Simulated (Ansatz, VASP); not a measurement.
Al2Au: VASP beside Ansatz

Contents of INCAR:

```
ALGO = Normal ; EDIFF = 1E-6
ENCUT = 520 ; ISIF = 2
ISMEAR = 0 ; LASPH = True
LCHARG = False ; LREAL = False
LWAVE = False ; NBANDS = 16
NELM = 80 ; PREC = Accurate
SIGMA = 0.1
```

KPOINTS

```
k-points
0
Gamma
  6 6 6
```

POSCAR

```
Al2Au
1.0
    0.0000000000      3.0023346600      3.0023346600
    3.0023346600      0.0000000000      3.0023346600
    3.0023346600      3.0023346600      0.0000000000
Al Au
2 1
Direct
    0.2500000000      0.2500000000      0.2500000000
    0.7500000000      0.7500000000      0.7500000000
    0.0000000000      0.0000000000      0.0000000000
```

Input for Ansatz:

```yaml
crystal:
  lattice:
    - [0.0, 3.00233466, 3.00233466]
    - [3.00233466, 0.0, 3.00233466]
    - [3.00233466, 3.00233466, 0.0]
  atoms:
    - { symbol: Al, position: [0.25, 0.25, 0.25] }
    - { symbol: Al, position: [0.75, 0.75, 0.75] }
    - { symbol: Au, position: [0.0, 0.0, 0.0] }
basis:
  ecutwfc: 420
kpoints:
  mp_grid: { grid: [6, 6, 6] }
hamiltonian:
  xc: lda
  pseudopotentials: { kind: paw, azcp: { folder: soft_1 } }
scf:
  occupations: { method: gaussian, width: 0.1 }
output:
  forces: true
  stress: true
  eigenvalues: true
```

Alike in both runs: task single point; functional LDA; k mesh 6 × 6 × 6; occupations gaussian, width 0.1 eV; no spin polarisation.

```csv
,VASP,Ansatz
version,VASP 6.6.1,Ansatz 0.2.0
potentials or method,"VASP PAW LDA potentials, release 64 (Al, Au), cutoff 520 eV","scalar-relativistic, plane waves, PAW"
valence electrons in the cell,17,25
```

|  | VASP | Ansatz | Ansatz less VASP |
| --- | --- | --- | --- |
| gap on the k mesh at the Fermi level (eV) | none | none | - |
| pressure (GPa) | -2.6 | -2.8 | -0.22 |

Ansatz warns that its potentials were made for another functional, while VASP's fit it. LDA's correlation is that of Perdew and Zunger in VASP and of Perdew and Wang (1992) in Ansatz. A gap of «none» marks a metal or a gap that the smearing closes. VASP's potentials hold 17 valence electrons a cell and Ansatz's 25, so a difference there can come from the potentials and not from the codes.

Spin-orbit coupling is off throughout.
